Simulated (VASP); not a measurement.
Wanted: the native input for a VASP 6.6.1 run.

- Task: single point
- Functional: PBEsol
- Potentials or basis: VASP PAW PBE potentials, release 64 (Mg)
- Cutoff: 520 eV
- k mesh: 11 × 11 × 11
- Occupations: gaussian, width 0.1 eV
- Spin: no spin polarisation
- Dipole correction: no
- Further INCAR settings: ALGO = Normal; EDIFF = 1e-06; NBANDS = 7

The structure of Mg lies in POSCAR:

```
Mg
1.0
   -1.5007092208      1.5007092208      1.5007092208
    1.5007092208     -1.5007092208      1.5007092208
    1.5007092208      1.5007092208     -1.5007092208
Mg
1
Direct
    0.0000000000      0.0000000000      0.0000000000
```

One way to write it, as run:

INCAR

```
SYSTEM = Mg
PREC = Accurate
ENCUT = 520
EDIFF = 1E-6
ISMEAR = 0
SIGMA = 0.1
LREAL = .FALSE.
LASPH = .TRUE.
NELM = 80
ALGO = Normal
ISIF = 2
LWAVE = .FALSE.
LCHARG = .FALSE.
GGA = PS
NBANDS = 7
```

KPOINTS

```
regular mesh
0
G
  11 11 11
  0 0 0
```

Potentials or basis: VASP PAW PBE potentials, release 64 (Mg).

Launch:

```bash
$ cat potpaw_PBE.64/Mg/POTCAR > POTCAR
$ mpirun -np 1 vasp_std > vasp.out
```

It gave:

The pressure is 51.0 GPa. The band gap on the k mesh is zero (band 1 reaches 8.68 eV, above the bottom of band 2 at 5.36 eV).

Caveat: the PAW data sets were made with another functional, which shifts forces and pressure a little.

Wall time 2.8 s on 1 thread of Intel Xeon 6975P-C, on a shared host, peak memory 0.12 GiB.
